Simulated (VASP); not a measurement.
Runs of VASP 6.6.1 on Nb. The structure is that of space group Im-3m (No. 229), or close to it. The cells are those of the table. 

```tsv
task	cell	k mesh	cutoff (eV)	gap on the mesh (eV)	pressure (GPa)
single point	a = 3.311, b = 3.311, c = 2.868 Å, angles 125.3, 54.7, 90.0°, 1 atom	10 × 10 × 20	520	none	-0.5
single point	a = 2.896 Å, angles 109.5°, 1 atom	18 × 18 × 18	520	none	-5.1
single point	a = 2.924 Å, angles 109.5°, 1 atom	18 × 18 × 18	520	none	(a)
relaxation of cell and atoms	relaxed from a = 2.882 Å, angles 109.5°, 1 atom	18 × 18 × 18	600	none	0.0
single point	a = 2.779 Å, angles 109.5°, 1 atom	18 × 18 × 18	520	none	(b)
single point	a = 2.809 Å, angles 109.5°, 1 atom	18 × 18 × 18	520	none	11.3
single point	a = 2.868 Å, angles 109.5°, 1 atom	18 × 18 × 18	520	none	-0.3
```

Alike in all rows: level PBE; potentials or basis VASP PAW PBE potentials, release 64 (Nb_sv); no spin polarisation; smearing gaussian 0.1 eV.

Q: Fill in the values left out.

A: (a) -9.1; (b) 18.4.

A k mesh can miss the band edges, and the runs leave out spin-orbit coupling on Nb.

A gap of «none» marks levels without a gap at the run's occupations.
